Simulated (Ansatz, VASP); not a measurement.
**One calculation of CsGeF3, two programs**

```
Cs Ge F
1.0
     4.45155    0.00000    0.00000
     0.00000    4.45155    0.00000
     0.00000    0.00000    4.53482
Cs Ge F
1 1 3
Direct
  0.00000 0.00000 0.00000
  0.50000 0.50000 0.50000
  0.50000 0.50000 0.00000
  0.50000 0.00000 0.50000
  0.00000 0.50000 0.50000
```

Change from the starting cell: epitaxial_xy strain -1.0%.

Alike in both runs: task single point; functional r2SCAN; k mesh 6 × 6 × 6; no spin polarisation.

|  | VASP | Ansatz |
| --- | --- | --- |
| version | VASP 6.6.1 | Ansatz 0.2.0 |
| potentials or method | VASP PAW PBE potentials, release 64 (Cs_sv, Ge_d, F) | plane waves, PAW |
| plane-wave cutoff (eV) | 520 | 500 |
| occupations | gaussian, width 0.01 eV | fixed |
| valence electrons in the cell | 44 | 44 |

|  | VASP | Ansatz | Ansatz less VASP |
| --- | --- | --- | --- |
| gap on the k mesh at the Fermi level (eV) | 1.94 | 1.95 | +0.008 |
| pressure (GPa) | 0.6 | 0.7 | +0.11 |
| traceless stress, the component that is largest in VASP (GPa) | -0.74 | -0.71 | +0.027 |

VASP's potentials were made for PBE, not for r2SCAN.

Neither program's run includes spin-orbit coupling.
